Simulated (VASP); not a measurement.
Cd2Si3, 5 atoms in the cell. Symmetry: R-3m, No. 166, trigonal system. The conventional cell has a = 3.601 Å, b = 3.601 Å, c = 25.036 Å, α = 90.00°, β = 90.00°, γ = 120.00°. Cd (site symmetry 3m) has 6 Si at 2.52 to 2.67 Å within 3.3 Å. Si (site symmetry -3m) has 6 Cd at 2.67 Å and 12 Si at 3.60 to 3.73 Å within 3.8 Å. Within 3.3 Å of Si (site symmetry 3m) lie 3 Cd at 2.52 Å and 3 Si at 2.99 Å. 

* Program: VASP 6.6.1
* Task: single point
* Functional: PBE
* Potentials or basis: VASP PAW PBE potentials, release 64 (Cd, Si)
* Cutoff: 520 eV
* k mesh: 6 × 6 × 6
* Occupations: gaussian, width 0.1 eV
* Spin: no spin polarisation
* Dipole correction: no
* Further INCAR settings: ALGO = Normal; EDIFF = 1e-07; NBANDS = 26

Potentials or basis: VASP PAW PBE potentials, release 64 (Cd, Si).

Run with:

```console
$ cat potpaw_PBE.64/Cd/POTCAR potpaw_PBE.64/Si/POTCAR > POTCAR
$ mpirun -np 1 vasp_std > vasp.out
```

Hardware: 1 thread of AMD EPYC 9R45 96-Core Processor (Zen 5), with other jobs on the host.

Problem. Estimate the wall time of this run.

Solution. Wall time 2.9 min on 1 thread of AMD EPYC 9R45 96-Core Processor (Zen 5), on a shared host, peak memory 0.49 GiB. Counts: scf iterations 15, k points 32.
